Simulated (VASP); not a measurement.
A run of VASP 6.6.1 is set up as follows.

The input INCAR:

```
SYSTEM = TaSi3
  PREC = Accurate
  ENCUT = 520
  EDIFF = 1E-7
  ISMEAR = 0
  SIGMA = 0.1
  LREAL = .FALSE.
  LASPH = .TRUE.
  NELM = 100
  ALGO = Normal
  ISIF = 2
  LWAVE = .FALSE.
  LCHARG = .TRUE.
  GGA = PE
  LELF = .TRUE.
  LVHAR = .TRUE.
  NBANDS = 20
```

File KPOINTS:

```
regular mesh
0
G
  4 4 4
  0 0 0
```

POSCAR

```
TaSi3
1.0
    4.9001584699      0.0000000000      0.0000000000
    0.0000000000      4.9001584699      0.0000000000
    0.0000000000      0.0000000000      4.9001584699
Ta Si
1 3
Direct
    0.0000000000      0.0000000000      0.0000000000
    0.5000000000      0.0000000000      0.0000000000
    0.0000000000      0.5000000000      0.0000000000
    0.0000000000      0.0000000000      0.5000000000
```

Potentials or basis: VASP PAW PBE potentials, release 64 (Ta_pv, Si).

Launch:

```console
$ cat potpaw_PBE.64/Ta_pv/POTCAR potpaw_PBE.64/Si/POTCAR > POTCAR
$ mpirun -np 1 vasp_std > vasp.out
```

Task: Predict the pressure.

Result: 0.1 GPa.
